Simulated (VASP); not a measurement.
# Ga (Fd-3m) in VASP: a series of runs, part 2 of 2

VASP 6.6.1.

## Step 3: Relaxation of cell and atoms, BLYP

This run uses another cell than the first one, of 26.45 Å³/atom, 0.855 times its volume.

The input, INCAR:

```
PREC = Accurate
ENCUT = 600
EDIFF = 1E-7
ISMEAR = -1
SIGMA = 0.1
LREAL = F
LASPH = T
NELM = 100
ALGO = Normal
ISIF = 3
LWAVE = F
LCHARG = F
GGA = B5
ALDAX = 1.0
AGGAX = 1.0
AGGAC = 1.0
ALDAC = 0.0
IBRION = 2
NSW = 80
EDIFFG = -0.01
```

The input, KPOINTS:

```
regular mesh
0
Gamma
  9 9 9
```

The input, POSCAR:

```
Ga
1.0
    0.0000000000      2.9796103622      2.9796103622
    2.9796103622      0.0000000000      2.9796103622
    2.9796103622      2.9796103622      0.0000000000
Ga
2
Direct
    0.1250000000      0.1250000000      0.1250000000
    0.8750000000      0.8750000000      0.8750000000
```

Potentials or basis: VASP PAW PBE potentials, release 64 (Ga_d).

The run is started by

```
cat potpaw_PBE.64/Ga_d/POTCAR > POTCAR
mpirun -np 1 vasp_std > vasp.out
```

Wall time 2.5 min (1 thread of Intel Xeon Platinum 8488C (Sapphire Rapids), shared host); peak memory 0.22 GiB.

Results (log left out):

```
Free energy                            : -4.1688 eV
Relaxed volume                         : 27.64 Å³/atom
Relaxed cell                           : a = 4.276 Å, b = 4.276 Å, c = 4.276 Å, α = 60.00°, β = 60.00°, γ = 60.00°
Space group after relaxing (to 0.05 Å) : Fd-3m (No. 227)
Energy gained by relaxing              : 4.9 meV/atom
Ionic steps                            : 3
Pressure after relaxing                : 0.0 GPa
Band gap on the k mesh                 : zero (band 13 reaches 4.97 eV, above the bottom of band 14 at 1.68 eV)
```

The path:
| step | energy change (eV) | largest force (eV/Å) | pressure (GPa) | volume (Å³) |
| --- | --- | --- | --- | --- |
| 1 | 0.0000 | 0.0000 | 1.33 | 52.91 |
| 2 | -0.0089 | 0.0000 | 0.37 | 54.60 |
| 3 | -0.0098 | 0.0000 | 0.00 | 55.29 |

Final structure:
```cif
data_structure
_symmetry_space_group_name_H-M 'P 1'
_symmetry_Int_Tables_number 1
_cell_length_a 4.2761
_cell_length_b 4.2761
_cell_length_c 4.2761
_cell_angle_alpha 60.000
_cell_angle_beta 60.000
_cell_angle_gamma 60.000
_cell_volume 55.29
loop_
_atom_site_label
_atom_site_type_symbol
_atom_site_fract_x
_atom_site_fract_y
_atom_site_fract_z
_atom_site_occupancy
Ga1 Ga 0.12500 0.12500 0.12500 1
Ga2 Ga 0.87500 0.87500 0.87500 1
```

Levels at points of the mesh, in eV from the Fermi level:
```tsv
k point	band 11	band 12	band 13	band 14	band 15	band 16
(0.00, 0.00, 0.00)	-8.98	2.25	2.44	2.44	2.44	4.48
```

Caveat: the PAW data sets were made with another functional, which shifts forces and pressure a little.

## Step 4: Single point, BLYP

This run uses another cell than the first one, of 27.61 Å³/atom, 0.893 times its volume.

The input, INCAR:

```
PREC = Accurate
ENCUT = 520
EDIFF = 1E-7
ISMEAR = -1
SIGMA = 0.1
LREAL = False
LASPH = True
NELM = 100
ALGO = Normal
ISIF = 2
LWAVE = False
LCHARG = True
GGA = B5
ALDAX = 1.0
AGGAX = 1.0
AGGAC = 1.0
ALDAC = 0.0
LELF = True
LVHAR = True
NBANDS = 20
```

The input, KPOINTS:

```
Automatic mesh
0
Gamma
  15 15 15
```

The input, POSCAR:

```
Ga
1.0
    0.0000000000      3.0225707249      3.0225707249
    3.0225707249      0.0000000000      3.0225707249
    3.0225707249      3.0225707249      0.0000000000
Ga
2
Direct
    0.1250000000      0.1250000000      0.1250000000
    0.8750000000      0.8750000000      0.8750000000
```

Potentials or basis: VASP PAW PBE potentials, release 64 (Ga_d).

The run is started by

```
cat potpaw_PBE.64/Ga_d/POTCAR > POTCAR
mpirun -np 1 vasp_std > vasp.out
```

OUTCAR:

```text
PREC = Accurate
   ENCUT = 520
   EDIFF = 1E-7
   ISMEAR = -1
   LREAL = False
   LASPH = True
   NELM = 100
   ISIF = 2
   GGA = B5

 ion  position               nearest neighbor table
   1  0.125  0.125  0.125-   2 2.62   2 2.62   2 2.62   2 2.62
   2  0.875  0.875  0.875-   1 2.62   1 2.62   1 2.62   1 2.62

  LATTYP: Found a face centered cubic cell.
 ALAT       =     6.0451414498

  Lattice vectors:

 A1 = (   0.0000000000,   3.0225707249,   3.0225707249)
 A2 = (   3.0225707249,   0.0000000000,   3.0225707249)
 A3 = (   3.0225707249,   3.0225707249,   0.0000000000)

Analysis of symmetry for initial positions (statically):
=====================================================================
 Subroutine PRICEL returns:
 Original cell was already a primitive cell.

 Routine SETGRP: Setting up the symmetry group for a
 face centered cubic supercell.

 Subroutine GETGRP returns: Found 48 space group operations
 (whereof 12 operations were pure point group operations)
 out of a pool of 48 trial point group operations.

The static configuration has the point symmetry D_3d.
[... 152 lines left out ...]
 number of electron      25.9999981 magnetization

 Free energy of the ion-electron system (eV)
  ---------------------------------------------------
  ext. energy  EPLUGINS =         0.00000000
  ---------------------------------------------------
  free energy    TOTEN  =        -4.17057035 eV

  energy without entropy =       -4.12165196  energy(sigma->0) =       -4.14611116

 E-fermi :   2.5153     XC(G=0):  -8.3610

 val. band max:        2.4792758017   @ k =  -0.2667   0.3333   0.1333
 cond. band min:       2.5222771932   @ k =   0.3333   0.3333   0.0000
 fundamental gap:      0.0430013915
 Fermi energy:         2.5152715249

 k-point     1 :       0.0000    0.0000    0.0000
  band No.  band energies     occupation
      1     -12.2802      2.00000
      2     -12.2802      2.00000
      3     -12.2802      2.00000
      4     -12.2450      2.00000
      5     -12.2450      2.00000
      6     -11.9918      2.00000
[... 541 lines left out ...]
     19      10.8583      0.00000
     20      12.0319      0.00000

 [... further k-points ...]
[... 5 lines left out ...]
  --------------------------------------------------------------------------------------
  -------------------------------------------------------------------------------------
  Total        0.0547076      0.0547076      0.0547076      0.0000000     -0.0000000     -0.0000000
  in kB        1.5870803      1.5870803      1.5870803      0.0000000     -0.0000000     -0.0000000
  external PRESSURE =       1.5870803 kB  Pullay stress =       0.0000000 kB

 VOLUME and BASIS-vectors are now :
 -----------------------------------------------------------------------------
  energy-cutoff  :      520.00
  volume of cell :       55.23
      direct lattice vectors                 reciprocal lattice vectors
     0.000000000  3.022570725  3.022570725    -0.165422101  0.165422101  0.165422101
     3.022570725  0.000000000  3.022570725     0.165422101 -0.165422101  0.165422101
     3.022570725  3.022570725  0.000000000     0.165422101  0.165422101 -0.165422101

 POSITION                                       TOTAL-FORCE (eV/Angst)
 -----------------------------------------------------------------------------------
      0.75564      0.75564      0.75564         0.000000     -0.000000      0.000000
      5.28950      5.28950      5.28950        -0.000000      0.000000     -0.000000
 -----------------------------------------------------------------------------------
    total drift:                                0.000000      0.000000     -0.000000

  FREE ENERGIE OF THE ION-ELECTRON SYSTEM (eV)
  ---------------------------------------------------
  free  energy   TOTEN  =        -4.1705703530 eV

  energy  without entropy=       -4.1216519601  energy(sigma->0) =       -4.14611116
```

OSZICAR:

```text
N       E                     dE             d eps       ncg     rms          rms(c)
DAV:   1     0.142896134358E+03    0.14290E+03   -0.13402E+04  4836   0.216E+03
DAV:   2     0.996699041487E+01   -0.13293E+03   -0.13005E+03  4944   0.388E+02
DAV:   3    -0.391975987886E+01   -0.13887E+02   -0.13816E+02  5480   0.103E+02
DAV:   4    -0.418185589692E+01   -0.26210E+00   -0.26190E+00  5504   0.156E+01
DAV:   5    -0.418623383350E+01   -0.43779E-02   -0.43776E-02  5540   0.197E+00    0.138E+00
DAV:   6    -0.416897615685E+01    0.17258E-01   -0.62675E-02  6084   0.384E+00    0.745E-01
DAV:   7    -0.417004056314E+01   -0.10644E-02   -0.14247E-02  5900   0.163E+00    0.196E-01
DAV:   8    -0.417046956881E+01   -0.42901E-03   -0.41274E-03  5464   0.730E-01    0.309E-02
DAV:   9    -0.417056705395E+01   -0.97485E-04   -0.31538E-04  5264   0.191E-01    0.759E-03
DAV:  10    -0.417056937987E+01   -0.23259E-05   -0.28179E-05  5560   0.638E-02    0.220E-03
DAV:  11    -0.417057023526E+01   -0.85539E-06   -0.21542E-06  6168   0.121E-02    0.381E-04
DAV:  12    -0.417057033887E+01   -0.10361E-06   -0.47734E-08  4232   0.203E-03    0.108E-04
DAV:  13    -0.417057035303E+01   -0.14168E-07   -0.43706E-09  2976   0.579E-04
   1 F= -.41705704E+01 E0= -.41461112E+01  d E =-.489184E-01
```

stdout:

```text
POSCAR found type information on POSCAR Ga
 POSCAR found :  1 types and       2 ions
 scaLAPACK will be used
 -----------------------------------------------------------------------------
|                                                                             |
|                                                                             |
|     You enforced a specific xc type in the INCAR file but a different       |
|     I HOPE YOU KNOW WHAT YOU ARE DOING!                                     |
|                                                                             |
 -----------------------------------------------------------------------------

 LDA part: xc-table for (Slater(with rela. corr.)+VWN5), standard interpolation
 POSCAR, INCAR and KPOINTS ok, starting setup
 FFT: planning ... GRIDC
 FFT: planning ... GRID_SOFT
 FFT: planning ... GRID
 WAVECAR not read
 entering main loop
```

Run time: 1.9 min. Hardware: 1 thread of Intel Xeon Platinum 8488C (Sapphire Rapids), shared host; peak memory 0.23 GiB.

What came out:

| Item | Value |
| --- | --- |
| Free energy | -4.1706 eV |
| Pressure | 0.2 GPa |
| Band gap on the k mesh | zero (band 13 reaches 4.98 eV, above the bottom of band 14 at 1.54 eV) |

Caveat: the PAW data sets were made with another functional, which shifts forces and pressure a little.

## Step 5: Summary

| task | cell | k mesh | cutoff (eV) | gap on the mesh (eV) | pressure (GPa) |
| --- | --- | --- | --- | --- | --- |
| single point | a = 4.439 Å, angles 60.0°, 2 atoms | 10 × 10 × 10 | 520 | none | -2.0 |
| relaxation of cell and atoms | relaxed from a = 4.214 Å, angles 60.0°, 2 atoms | 9 × 9 × 9 | 600 | none | 0.0 |
| single point | a = 4.275 Å, angles 60.0°, 2 atoms | 15 × 15 × 15 | 520 | none | 0.2 |

Alike in all rows: level BLYP; potentials or basis VASP PAW PBE potentials, release 64 (Ga_d); no spin polarisation; smearing fermi-dirac 0.1 eV.

Caveats: the PAW data sets were made with another functional, which shifts forces and pressure a little.

Total energies depend on the potentials used, so only differences within one code and one set of settings carry meaning.
